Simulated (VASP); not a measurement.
PbS:

```
Pb S
1.0
     2.95469   -2.96891    0.28851
     2.95469    2.96891    0.28851
    -0.58357    0.00000    5.92619
Pb S
2 2
Direct
  0.74998 0.74998 0.75000
  0.25002 0.25002 0.25000
  0.25008 0.25008 0.75003
  0.74992 0.74992 0.24997
```

Base run:

```yaml
Program: VASP 6.6.1
Functional: r2SCAN
Potentials_or_basis: VASP PAW PBE potentials, release 64 (Pb_d, S)
Cutoff: 520 eV
k_mesh: 6 × 6 × 4
Occupations: gaussian, width 0.01 eV
Spin: no spin polarisation
```

Its results: band gap on the k mesh 0.64 eV; pressure 1.0 GPa.

**Question.** The run is repeated on the same cell with these changes: functional from r2SCAN to PBE. What comes out?

**Answer.** Band gap on the k mesh 0.38 eV; pressure 1.8 GPa.

r2SCAN gives the wider gap, since meta-GGAs in the generalised Kohn-Sham scheme recover part of the derivative discontinuity.

Caveats: spin-orbit coupling is left out, which moves the levels of the heavy elements; the PAW data sets were made with another functional, which shifts forces and pressure a little (some runs).

A k mesh can miss the band edges.
